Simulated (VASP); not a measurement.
Input of a VASP 6.6.1 run:

File POSCAR:

```
Sn2O
1.0
    3.1899704635      0.0000000000      0.0000000000
   -1.5949852318      2.7625954588      0.0000000000
    0.0000000000      0.0000000000      6.6994993907
Sn O
2 1
Direct
    0.6666666667      0.3333333333      0.2484699075
    0.3333333333      0.6666666667      0.7515300925
    0.0000000000      0.0000000000      0.0000000000
```

Contents of INCAR.step1:

```
PREC = Accurate ; ENCUT = 520
ISMEAR = 0 ; SIGMA = 0.1
LREAL = F ; LASPH = T
NELM = 60 ; NBANDS = 24
GGA = PE ; ALGO = Normal
EDIFF = 1E-4 ; LWAVE = T
LCHARG = F
```

File INCAR.step2:

```
PREC = Accurate ; ENCUT = 520
EDIFF = 1E-7 ; ISMEAR = 0
SIGMA = 0.1 ; LREAL = F
LASPH = T ; NELM = 60
ALGO = Normal ; ISIF = 2
LWAVE = F ; LCHARG = T
METAGGA = R2SCAN ; LMIXTAU = T
LELF = T ; LVHAR = T
NBANDS = 24 ; ISTART = 1
```

File KPOINTS:

```
regular mesh
0
Gamma
  18 18 6
```

Potentials or basis: VASP PAW PBE potentials, release 64 (Sn_d, O).

Run with:

```bash
$ cat potpaw_PBE.64/Sn_d/POTCAR potpaw_PBE.64/O/POTCAR > POTCAR
$ cp INCAR.step1 INCAR
$ mpirun -np 1 vasp_std > vasp.out
$ cp INCAR.step2 INCAR
$ mpirun -np 1 vasp_std > vasp.out
```

(1) What does it give for the pressure?

(2) What does it give for the band gap on the k mesh?

(3) Predict the largest force.

Results:

(1) 0.2 GPa.

(2) zero (bands 17 and 18 overlap by 3.35 eV).

(3) 0.052 eV/Å.

Caveat: the PAW data sets were made with another functional, which shifts forces and pressure a little; spin-orbit coupling is left out, which moves the levels of the heavy elements.
